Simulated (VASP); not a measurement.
# NaCl (I4/mmm) in VASP: further runs

NaCl is run at these levels: LDA; tasks: single point.

Everything below comes from runs of VASP 6.6.1. Logs are shortened: lines on timing, memory, paths and dates and some standing lists are left out, and cuts for length are marked.

## Step 1: The cell of the first run

The structure is tetragonal, space group I4/mmm (No. 139). Conventional cell: a = 3.787 Å, b = 3.787 Å, c = 5.530 Å, α = 90.00°, β = 90.00°, γ = 90.00°. Within 3.5 Å of Na (site symmetry 4/mmm) lie 6 Cl at 2.68 to 2.76 Å. Within 3.5 Å of Cl (site symmetry 4/mmm) lie 6 Na at 2.68 to 2.76 Å.

## Step 2: Single point, LDA (in-plane strain -0.02)

File INCAR:

```
PREC = Accurate
ENCUT = 520
EDIFF = 1E-6
ISMEAR = 0
SIGMA = 0.01
LREAL = F
LASPH = T
NELM = 60
ALGO = Normal
ISIF = 2
LWAVE = F
LCHARG = F
NBANDS = 14
```

File KPOINTS:

```
Automatic mesh
0
Gamma
  8 8 8
```

File POSCAR:

```
NaCl
1.0
    2.6775503314      2.6775503314      0.0000000000
   -2.6775503314      2.6775503314      0.0000000000
    0.0000000000      2.6775503314      2.7649805463
Na Cl
1 1
Direct
    0.0000000000      0.0000000000      0.0000000000
    0.5000000000      0.5000000000      0.0000000000
```

Potentials or basis: VASP PAW LDA potentials, release 64 (Na_pv, Cl).

On the command line:

```sh
$ cat potpaw_LDA.64/Na_pv/POTCAR potpaw_LDA.64/Cl/POTCAR > POTCAR
$ mpirun -np 1 vasp_std > vasp.out
```

OUTCAR:

```text
PREC = Accurate
   ENCUT = 520
   EDIFF = 1E-6
   ISMEAR = 0
   LREAL = F
   LASPH = T
   NELM = 60
   ISIF = 2

 ion  position               nearest neighbor table
   1  0.000  0.000  0.000-   2 2.68   2 2.68   2 2.68   2 2.68
   2  0.500  0.500  0.000-   1 2.68   1 2.68   1 2.68   1 2.68

  LATTYP: Found a body centered tetragonal cell.
 ALAT       =     3.7866279926
 C/A-ratio  =     1.4603919644

  Lattice vectors:

 A1 = (   2.6775503314,   0.0000000000,  -2.7649805463)
 A2 = (  -2.6775503314,   0.0000000000,  -2.7649805463)
 A3 = (   0.0000000000,   2.6775503314,   2.7649805463)

Analysis of symmetry for initial positions (statically):
=====================================================================
 Subroutine PRICEL returns:
 Original cell was already a primitive cell.

 Routine SETGRP: Setting up the symmetry group for a
 body centered tetragonal supercell.

 Subroutine GETGRP returns: Found 16 space group operations
 (whereof 16 operations were pure point group operations)
 out of a pool of 16 trial point group operations.

The static configuration has the point symmetry D_4h.

Analysis of symmetry for dynamics (positions and initial velocities):
=====================================================================
 Subroutine PRICEL returns:
 Original cell was already a primitive cell.

 Routine SETGRP: Setting up the symmetry group for a
 body centered tetragonal supercell.

 Subroutine GETGRP returns: Found 16 space group operations
 (whereof 16 operations were pure point group operations)
 out of a pool of 16 trial point group operations.

The dynamic configuration has the point symmetry D_4h.

 Subroutine INISYM returns: Found 16 space group operations
 (whereof 16 operations are pure point group operations),
 and found     1 'primitive' translations

----------------------------------------------------------------------------------------

                                     Primitive cell

  volume of cell :      39.6458

  direct lattice vectors                    reciprocal lattice vectors
     2.677550331  2.677550331  0.000000000     0.186737853  0.186737853 -0.180833099
    -2.677550331  2.677550331  0.000000000    -0.186737853  0.186737853 -0.180833099
     0.000000000  2.677550331  2.764980546     0.000000000  0.000000000  0.361666197

  length of vectors
     3.786627993  3.786627993  3.848947025     0.320066651  0.320066651  0.361666197

  position of ions in fractional coordinates (direct lattice)
     0.000000000  0.000000000  0.000000000
     0.500000000  0.500000000  0.000000000

  ion indices of the primitive-cell ions
   primitive index   ion index
                 1           1
[... 86 lines left out ...]
   EMIN   =  10.00;   EMAX   =-10.00  energy-range for DOS
   EFERMI =   0.00;   METHOD = LEGACY
   ISMEAR =     0;   SIGMA  =   0.01  broadening in eV -4-tet -1-fermi 0-gaus
   EFERMI_NEDOS =   21; number of points for ismear=-14 and -15
   IALGO  =     38    algorithm
   IMIX   =      4    mixing-type and parameters
     AMIX     =   0.40;   BMIX     =  1.00
     AMIX_MAG =   1.60;   BMIX_MAG =  1.00
  volume/ion in A,a.u.               =      19.82       133.77
  Fermi-wavevector in a.u.,A,eV,Ry     =   1.157138  2.186673 18.217762  1.338968
  Thomas-Fermi vector in A             =   2.293752
   LORBIT       =      0    0 simple, 1 ext, 2 COOP (PROOUT), +10 PAW based schemes
   GGA     = CA    functional components
   LHFCALC =     F    Hartree Fock is set to
   AEXX    =    0.0000 exact exchange contribution
   IVDW    =     0    specifies the selected vdW correction
   LEPSILON=     F    determine dielectric tensor
   LRPA    =     F    only Hartree local field effects (RPA)
 non-spin polarized calculation
 Gauss-broadening in eV      SIGMA  =   0.01
  energy-cutoff  :      520.00
  volume of cell :       39.65
 maximum number of plane-waves:      1079
   NGX = 15   NGY = 15   NGZ = 15

 number of electron      13.9999996 magnetization

 Free energy of the ion-electron system (eV)
  ---------------------------------------------------
  ext. energy  EPLUGINS =         0.00000000
  ---------------------------------------------------
  free energy    TOTEN  =        -7.37996696 eV

  energy without entropy =       -7.37996696  energy(sigma->0) =       -7.37996696

 E-fermi :  -0.0845     XC(G=0):  -9.2642

 val. band max:       -0.1538303704   @ k =   0.0000   0.0000   0.0000
 cond. band min:       5.0412383014   @ k =   0.0000   0.0000   0.0000
 fundamental gap:      5.1950686718
 Fermi energy:        -0.0844989574

 k-point     1 :       0.0000    0.0000    0.0000
  band No.  band energies     occupation
      1     -20.7550      2.00000
      2     -20.7550      2.00000
      3     -20.7546      2.00000
      4     -13.0704      2.00000
      5      -0.1704      2.00000
      6      -0.1704      2.00000
      7      -0.1538      2.00000
      8       5.0412      0.00000
      9      10.6117      0.00000
     10      10.8786      0.00000
     11      10.8786      0.00000
     12      12.9655      0.00000
     13      13.3984      0.00000
     14      14.7662      0.00000
[... 377 lines left out ...]
      1     -20.7922      2.00000
      2     -20.7623      2.00000
      3     -20.7557      2.00000
      4     -12.7131      2.00000
      5      -1.8823      2.00000
      6      -0.6790      2.00000
      7      -0.3735      2.00000
      8       7.2255      0.00000
      9       9.5370      0.00000
     10      10.7367      0.00000
     11      11.5766      0.00000
     12      12.8030      0.00000
     13      14.7541      0.00000
     14      16.6733      0.00000

 [... further k-points ...]

------------------------ aborting loop because EDIFF is reached ----------------------------------------

  FORCE on cell =-STRESS in cart. coord.  units (eV):
  Direction    XX          YY          ZZ          XY          YZ          ZX
  --------------------------------------------------------------------------------------
  -------------------------------------------------------------------------------------
  Total        0.4432086      0.4432086     -0.0622024      0.0000000      0.0000000      0.0000000
  in kB       17.9110647     17.9110647     -2.5137416      0.0000000      0.0000000      0.0000000
  external PRESSURE =      11.1027959 kB  Pullay stress =       0.0000000 kB

 VOLUME and BASIS-vectors are now :
 -----------------------------------------------------------------------------
  energy-cutoff  :      520.00
  volume of cell :       39.65
      direct lattice vectors                 reciprocal lattice vectors
     2.677550331  2.677550331  0.000000000     0.186737853  0.186737853 -0.180833099
    -2.677550331  2.677550331  0.000000000    -0.186737853  0.186737853 -0.180833099
     0.000000000  2.677550331  2.764980546     0.000000000  0.000000000  0.361666197

 POSITION                                       TOTAL-FORCE (eV/Angst)
 -----------------------------------------------------------------------------------
      0.00000      0.00000      0.00000        -0.000000      0.000000      0.000000
      0.00000      2.67755      0.00000         0.000000     -0.000000      0.000000
 -----------------------------------------------------------------------------------
    total drift:                               -0.000000      0.000000     -0.000000

  FREE ENERGIE OF THE ION-ELECTRON SYSTEM (eV)
  ---------------------------------------------------
  free  energy   TOTEN  =        -7.3799669582 eV

  energy  without entropy=       -7.3799669582  energy(sigma->0) =       -7.37996696
```

OSZICAR:

```text
N       E                     dE             d eps       ncg     rms          rms(c)
DAV:   1     0.101358442216E+03    0.10136E+03   -0.71170E+03  1658   0.102E+03
DAV:   2    -0.245538080510E+00   -0.10160E+03   -0.94043E+02  1814   0.282E+02
DAV:   3    -0.745914884720E+01   -0.72136E+01   -0.71725E+01  2126   0.688E+01
DAV:   4    -0.756311345457E+01   -0.10396E+00   -0.10393E+00  1970   0.886E+00
DAV:   5    -0.756515082377E+01   -0.20374E-02   -0.20373E-02  2128   0.127E+00    0.213E+00
DAV:   6    -0.740131152125E+01    0.16384E+00   -0.23906E-01  2072   0.336E+00    0.156E+00
DAV:   7    -0.738168152413E+01    0.19630E-01   -0.52722E-02  2378   0.146E+00    0.101E+00
DAV:   8    -0.738010830564E+01    0.15732E-02   -0.46427E-03  1952   0.650E-01    0.312E-01
DAV:   9    -0.737997395495E+01    0.13435E-03   -0.21374E-04  2138   0.118E-01    0.137E-01
DAV:  10    -0.737996771400E+01    0.62409E-05   -0.87643E-05  2078   0.910E-02    0.754E-03
DAV:  11    -0.737996695822E+01    0.75578E-06   -0.43891E-06  2120   0.249E-02
   1 F= -.73799670E+01 E0= -.73799670E+01  d E =-.146654E-25
```

It took 52 s on 1 thread of AMD EPYC 7R13, shared host; peak memory 0.12 GiB.

What came out:

| Item | Value |
| --- | --- |
| Free energy | -7.3800 eV |
| Pressure | 1.1 GPa |
| Band gap on the k mesh | 5.20 eV, direct |

Levels at points of the mesh, in eV from the valence-band top:
| k point | band 4 | band 5 | band 6 | band 7 | band 8 | band 9 | band 10 | band 11 |
| --- | --- | --- | --- | --- | --- | --- | --- | --- |
| (0.00, 0.00, 0.00) | -12.92 | -0.02 | -0.02 | 0.00 | 5.20 | 10.77 | 11.03 | 11.03 |
| (0.50, 0.00, 0.00) | -12.40 | -2.45 | -0.39 | -0.34 | 7.09 | 10.79 | 11.14 | 11.28 |
| (0.50, 0.50, 0.00) | -12.34 | -2.10 | -0.85 | -0.74 | 7.50 | 7.55 | 11.93 | 15.12 |
| (0.00, 0.00, 0.50) | -12.38 | -2.13 | -0.71 | -0.71 | 7.54 | 7.67 | 11.62 | 15.56 |

Caveat: the cell differs from its parent crystal (in-plane strain -0.02).

## Step 3: Single point, LDA (in-plane strain -0.01, then relaxed in part)

File INCAR:

```
SYSTEM = NaCl
PREC     = Accurate       ! precision mode
ENCUT    = 520            ! plane-wave cutoff, eV
EDIFF    = 1E-6           ! SCF threshold, eV
ISMEAR   = 0              ! smearing method
SIGMA    = 0.01           ! smearing width, eV
LREAL    = .False.        ! projectors in reciprocal space
LASPH    = .True.         ! aspherical terms in the spheres
NELM     = 100            ! most SCF steps
ALGO     = Normal         ! electronic algorithm
ISIF     = 2              ! what is computed and relaxed
LWAVE    = .False.        ! write WAVECAR
LCHARG   = .False.        ! write CHGCAR
GGA      = CA             ! functional
NBANDS   = 14             ! bands
```

File KPOINTS:

```
Automatic mesh
0
Gamma
  8 8 8
  0 0 0
```

File POSCAR:

```
NaCl
1.0
    2.7048722736      2.7048722736      0.0000000000
   -2.7048722736      2.7048722736      0.0000000000
    0.0000000000      2.7048722736      2.7423361702
Na Cl
1 1
Direct
    0.0000000000      0.0000000000      0.0000000000
    0.5000000000      0.5000000000      0.0000000000
```

Potentials or basis: VASP PAW LDA potentials, release 64 (Na_pv, Cl).

On the command line:

```sh
$ cat potpaw_LDA.64/Na_pv/POTCAR potpaw_LDA.64/Cl/POTCAR > POTCAR
$ mpirun -np 1 vasp_std > vasp.out
```

It took 51 s on 1 thread of AMD EPYC 7R13, shared host; peak memory 0.12 GiB.

Results (log left out):

```
Free energy            : -7.3869 eV
Pressure               : 0.6 GPa
Band gap on the k mesh : 5.15 eV, direct
```

Stress tensor (GPa, compression positive):
```
0.88 0.00 0.00
0.00 0.88 0.00
0.00 0.00 0.04
```

Levels at points of the mesh, in eV from the valence-band top:
| k point | band 5 | band 6 | band 7 | band 8 | band 9 | band 10 |
| --- | --- | --- | --- | --- | --- | --- |
| (0.00, 0.00, 0.00) | -0.01 | -0.01 | 0.00 | 5.15 | 10.86 | 10.97 |
| (0.50, 0.00, 0.00) | -2.40 | -0.36 | -0.34 | 7.07 | 10.86 | 11.01 |
| (0.50, 0.50, 0.00) | -2.06 | -0.78 | -0.74 | 7.47 | 7.59 | 11.79 |
| (0.00, 0.00, 0.50) | -2.08 | -0.72 | -0.72 | 7.49 | 7.64 | 11.65 |

Caveat: the cell differs from its parent crystal (in-plane strain -0.01, then relaxed in part).

(Part 1 of 2 ends here.)
